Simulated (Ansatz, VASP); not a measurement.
# One calculation of Al2Rh, two programs

The input INCAR:

```
SYSTEM = Al2Rh
ALGO = Fast
EDIFF = 1E-6
EDIFFG = -0.01
ENCUT = 600
GGA = PE
IBRION = 2
ISIF = 3
ISMEAR = 0
LASPH = .True.
LCHARG = .False.
LREAL = .False.
LWAVE = .False.
NELM = 100
NSW = 100
PREC = Accurate
SIGMA = 0.1
```

Contents of KPOINTS:

```
k-points
0
Gamma
  6 6 14
  0 0 0
```

The input POSCAR:

```
Al2Rh
1.0
    6.2712143042      0.0000000000      0.0000000000
    0.0000000000      6.2712143042      0.0000000000
    0.0000000000      0.0000000000      2.8904271464
Al Rh
4 2
Direct
    0.2743939839      0.2743939839      0.0000000000
    0.2256060161      0.7743939839      0.5000000000
    0.7256060161      0.7256060161      0.0000000000
    0.7743939839      0.2256060161      0.5000000000
    0.0000000000      0.0000000000      0.0000000000
    0.5000000000      0.5000000000      0.5000000000
```

Input for Ansatz:

```yaml
crystal:
  lattice:
    - [6.2712143042, 0.0, 0.0]
    - [0.0, 6.2712143042, 0.0]
    - [0.0, 0.0, 2.8904271464]
  atoms:
    - { symbol: Al, position: [0.2743939839, 0.2743939839, 0.0] }
    - { symbol: Al, position: [0.2256060161, 0.7743939839, 0.5] }
    - { symbol: Al, position: [0.7256060161, 0.7256060161, 0.0] }
    - { symbol: Al, position: [0.7743939839, 0.2256060161, 0.5] }
    - { symbol: Rh, position: [0.0, 0.0, 0.0] }
    - { symbol: Rh, position: [0.5, 0.5, 0.5] }
basis:
  ecutwfc: 420
kpoints:
  mp_grid: { grid: [6, 6, 14] }
hamiltonian:
  xc: pbe
scf:
  occupations: { method: gaussian, width: 0.1 }
output:
  forces: true
  stress: true
  eigenvalues: true
  write_density: true
  write_potential: true
  elf: true
  volumetric_format: npy
relax:
  adjacent_minimum: "off"
  f_tol: 0.01
  max_steps: 80
  cell: { stress_tol: 0.05 }
```

Change from the starting cell: species swapped into the MgF2 type (P4_2/mnm, No. 136).

Alike in both runs: task relaxation of cell and atoms; functional PBE; k mesh 6 × 6 × 14; occupations gaussian, width 0.1 eV; no spin polarisation.

```csv
,VASP,Ansatz
version,VASP 6.6.1,Ansatz 0.2.0
potentials or method,"VASP PAW PBE potentials, release 64 (Al, Rh_pv), cutoff 600 eV","scalar-relativistic, plane waves, PAW"
valence electrons in the cell,42,46
```

```csv
,VASP,Ansatz,Ansatz less VASP
"gap on the k mesh at the Fermi level, each at its own relaxed structure (eV)",none,none,-
relaxed volume (Å³/atom),18.91,18.91,+0.001
relaxed cell length with the largest relative difference (Å),6.276,6.276,+0.0003
```

A gap of «none» marks a metal or a gap that the smearing closes. VASP's potentials hold 42 valence electrons a cell and Ansatz's 46, so a difference there can come from the potentials and not from the codes.
